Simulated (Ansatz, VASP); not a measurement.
V: VASP beside Ansatz

```
V
1.0
     0.00000    1.93217    1.93217
     1.93217    0.00000    1.93217
     1.93217    1.93217    0.00000
V
1
Direct
  0.00000 0.00000 0.00000
```

Change from the starting cell: volume scaled by 1.06.

Alike in both runs: task single point; functional PBE; k mesh 12 × 12 × 12; occupations fermi-dirac, width 0.05 eV; collinear spin.

|  | VASP | Ansatz |
| --- | --- | --- |
| version | VASP 6.6.1 | Ansatz 0.2.0 |
| potentials or method | VASP PAW PBE potentials, release 64 (V_sv), cutoff 520 eV | all-electron LAPW, scalar-relativistic |

Ansatz gave:

```
gap on the k mesh at the Fermi level (eV) : none
pressure (GPa)                            : -6.2
net moment per atom (μB)                  : 0.00
```

Q: Which values does VASP return?

A: gap on the k mesh at the Fermi level (eV): none; pressure (GPa): -6.0; net moment per atom (μB): 0.00.

A gap of «none» marks a metal or a gap that the smearing closes. Ansatz ran all-electron here, and VASP with PAW potentials.
